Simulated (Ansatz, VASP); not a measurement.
**HfIn4SiO6 in VASP and in Ansatz**

```
Hf In Si O
1.0
     2.71585   -4.70357    0.00833
     2.71585    4.70357    0.00833
    -1.87915    0.00000    7.40127
Hf In Si O
1 4 1 6
Direct
  0.78835 0.21165 0.00000
  0.62175 0.37825 0.50000
  0.45502 0.54498 0.00000
  0.28407 0.71593 0.50000
  0.95814 0.04186 0.50000
  0.12168 0.87832 0.00000
  0.06219 0.11415 0.86666
  0.88585 0.93781 0.13334
  0.79490 0.53784 0.86663
  0.46216 0.20510 0.13337
  0.15352 0.62879 0.13333
  0.37121 0.84648 0.86667
```

Alike in both runs: task relaxation of cell and atoms; functional PBE; dispersion D3(BJ); k mesh 4 × 4 × 3; occupations fermi-dirac, width 0.05 eV; no spin polarisation.

|  | VASP | Ansatz |
| --- | --- | --- |
| version | VASP 6.6.1 | Ansatz 0.2.0 |
| potentials or method | VASP PAW PBE potentials, release 64 (Hf_pv, In_d, Si, O) | Ansatz PAW |
| plane-wave cutoff (eV) | 600 | 420 |
| valence electrons in the cell | 102 | 118 |

VASP gave:

| Property | Result |
| --- | --- |
| gap on the k mesh at the Fermi level, each at its own relaxed structure (eV) | none |
| relaxed volume (Å³/atom) | 15.16 |
| relaxed length of the cell vector where the two differ most in proportion (Å) | 7.478 |

Which values does Ansatz return?

gap on the k mesh at the Fermi level, each at its own relaxed structure (eV): none; relaxed volume (Å³/atom): 15.23; relaxed length of the cell vector where the two differ most in proportion (Å): 7.492.

A gap of «none» marks a metal or a gap that the smearing closes. VASP's potentials hold 102 valence electrons a cell and Ansatz's 118, so a difference there can come from the potentials and not from the codes.

Neither program's run includes spin-orbit coupling. Noted on Ansatz's run: the plane-wave basis is chosen anew once the cell has moved, so the energies of steps on either side of that aren't comparable.
